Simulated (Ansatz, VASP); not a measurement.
## One calculation of InSe, two programs

File INCAR:

```
SYSTEM = InSe
PREC = Accurate
ENCUT = 520
EDIFF = 1E-6
ISMEAR = -1
SIGMA = 0.05
LREAL = .FALSE.
LASPH = .TRUE.
NELM = 60
ALGO = Normal
ISIF = 2
LWAVE = .FALSE.
LCHARG = .FALSE.
GGA = PS
NBANDS = 48
```

The input KPOINTS:

```
regular mesh
0
G
  6 6 2
  0 0 0
```

File POSCAR:

```
InSe
1.0
    4.0878026083      0.0000000000      0.0000000000
   -2.0439013042      3.5401409044      0.0000000000
    0.0000000000      0.0000000000     18.0520649100
In Se
4 4
Direct
    0.3333333333      0.6666666667      0.0773904900
    0.3333333333      0.6666666667      0.9226095100
    0.0000000000      0.0000000000      0.4226063200
    0.0000000000      0.0000000000      0.5773936800
    0.3333333333      0.6666666667      0.3529842800
    0.3333333333      0.6666666667      0.6470157200
    0.6666666667      0.3333333333      0.1469999300
    0.6666666667      0.3333333333      0.8530000700
```

input.yaml

```yaml
crystal:
  lattice:
    - [4.0878026083, 0.0, 0.0]
    - [-2.0439013042, 3.5401409044, 0.0]
    - [0.0, 0.0, 18.05206491]
  atoms:
    - { symbol: In, position: [0.3333333333, 0.6666666667, 0.07739049] }
    - { symbol: In, position: [0.3333333333, 0.6666666667, 0.92260951] }
    - { symbol: In, position: [0.0, 0.0, 0.42260632] }
    - { symbol: In, position: [0.0, 0.0, 0.57739368] }
    - { symbol: Se, position: [0.3333333333, 0.6666666667, 0.35298428] }
    - { symbol: Se, position: [0.3333333333, 0.6666666667, 0.64701572] }
    - { symbol: Se, position: [0.6666666667, 0.3333333333, 0.14699993] }
    - { symbol: Se, position: [0.6666666667, 0.3333333333, 0.85300007] }
hamiltonian:
  xc: pbesol
  pseudopotentials: { kind: paw }
kpoints:
  mp_grid: { grid: [6, 6, 2] }
  band_path:
    path:
      - [[0.0, 0.0, 0.0], [0.5, 0.0, 0.0], [0.3333333333, 0.3333333333, 0.0], [0.0, 0.0, 0.0], [0.0, 0.0, 0.5], [0.5, 0.0, 0.5], [0.3333333333, 0.3333333333, 0.5], [0.0, 0.0, 0.5]]
      - [[0.5, 0.0, 0.5], [0.5, 0.0, 0.0]]
      - [[0.3333333333, 0.3333333333, 0.0], [0.3333333333, 0.3333333333, 0.5]]
    npoints: 10
scf:
  occupations: { method: fermi_dirac, width: 0.05 }
  n_extra_bands: 20
output:
  forces: true
  stress: true
  eigenvalues: true
  fatbands: true
```

Alike in both runs: functional PBEsol; k mesh 6 × 6 × 2; occupations fermi-dirac, width 0.05 eV; no spin polarisation.

```csv
,VASP,Ansatz
version,VASP 6.6.1,Ansatz 0.2.0
potentials or method,"VASP PAW PBE potentials, release 64 (In_d, Se)",Ansatz PAW
plane-wave cutoff (eV),520,420
valence electrons in the cell,76,116
task,single point,band structure
```

```tsv
	VASP	Ansatz	Ansatz less VASP
gap on the k mesh at the Fermi level (eV)	0.52	0.53	+0.011
least direct gap on the mesh (eV)	0.52	0.53	+0.011
pressure (GPa)	-1.6	-1.6	-0.05
traceless stress, the component that is largest in VASP (GPa)	0.64	0.65	+0.010
rms of the force components (eV/Å)	0.051	0.061	+0.0104
```

VASP's potentials were made for PBE, not for PBEsol. Atom by atom the forces differ by 0.011 eV/Å (rms over components). VASP's potentials hold 76 valence electrons a cell and Ansatz's 116, so a difference there can come from the potentials and not from the codes.
